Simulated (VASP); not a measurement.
Cu:

```xyz
1
Lattice="0.0000 1.7231 1.7231 1.7231 0.0000 1.7231 1.7231 1.7231 0.0000" Properties=species:S:1:pos:R:3 pbc="T T T"
Cu    0.0000    0.0000    0.0000
```

This cell differs from its parent crystal: volume scaled by 0.94.

Base run:

* Program: VASP 6.6.1
* Functional: LDA
* Potentials or basis: VASP PAW LDA potentials, release 64 (Cu_sv_GW)
* Cutoff: 700 eV
* k mesh: 20 × 20 × 20
* Occupations: gaussian, width 0.1 eV
* Spin: no spin polarisation

Its results: pressure 9.1 GPa.

Question: The run is repeated on the same cell with these changes: potentials or basis from VASP PAW LDA potentials, release 64 (Cu_sv_GW) to VASP PAW LDA potentials, release 64 (Cu); cutoff from 700 eV to 520 eV; further incar settings from ALGO = Normal; EDIFF = 1e-06; NBANDS = 16 to ALGO = Normal; EDIFF = 1e-06; NBANDS = 12; valence electrons from 19 to 11. What comes out?

Answer: Pressure 14.6 GPa.
